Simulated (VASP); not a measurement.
Crystal: Os.

```
CELL_PARAMETERS angstrom
2.49742 0.00000 0.00000
0.00000 2.49742 0.00000
0.00000 0.00000 2.71237
ATOMIC_POSITIONS crystal
Os 0.00000 0.00000 0.50000
```

The cell was built from a structure type or drawn by symmetry, and may not be a known phase.

* Program: VASP 6.6.1
* Task: relaxation of cell and atoms
* Functional: PBE
* Potentials or basis: VASP PAW PBE potentials, release 64 (Os)
* Cutoff: 600 eV
* k mesh: 6 × 6 × 6
* Occupations: gaussian, width 0.1 eV
* Spin: no spin polarisation

At the start: pressure 0.6 GPa; volume 16.92 Å³/atom.

Where does the relaxation end?

Over 9 steps the energy falls by 8.9 meV/atom and the volume is 16.82 Å³/atom (-0.6 %); space group P4/mmm (No. 123, to 0.1 Å) before, Pm-3m (No. 221, to 0.1 Å).

Step by step:
```tsv
step	energy change (eV)	largest force (eV/Å)	pressure (GPa)	volume (Å³)
1	0.0000	0.0000	0.58	16.92
2	-0.0053	0.0000	-3.19	17.06
3	-0.0055	0.0000	-2.45	17.03
4	-0.0035	0.0000	5.42	16.50
5	-0.0075	0.0000	0.75	16.80
6	-0.0087	0.0000	0.82	16.77
7	-0.0088	0.0000	0.85	16.77
8	-0.0079	0.0000	-2.14	16.96
9	-0.0089	0.0000	0.03	16.82
```

Final structure:
```yaml
crystal:
  lattice:
    - [2.53877, 0.00000, 0.00000]
    - [0.00000, 2.53877, 0.00000]
    - [0.00000, 0.00000, 2.60939]
  atoms:
    - { symbol: Os, position: [0.00000, 0.00000, 0.50000] }
```

Caveat: the k points lie up to 0.41 Å⁻¹ apart in the final cell, too coarse for converged energies and pressures of a metal.
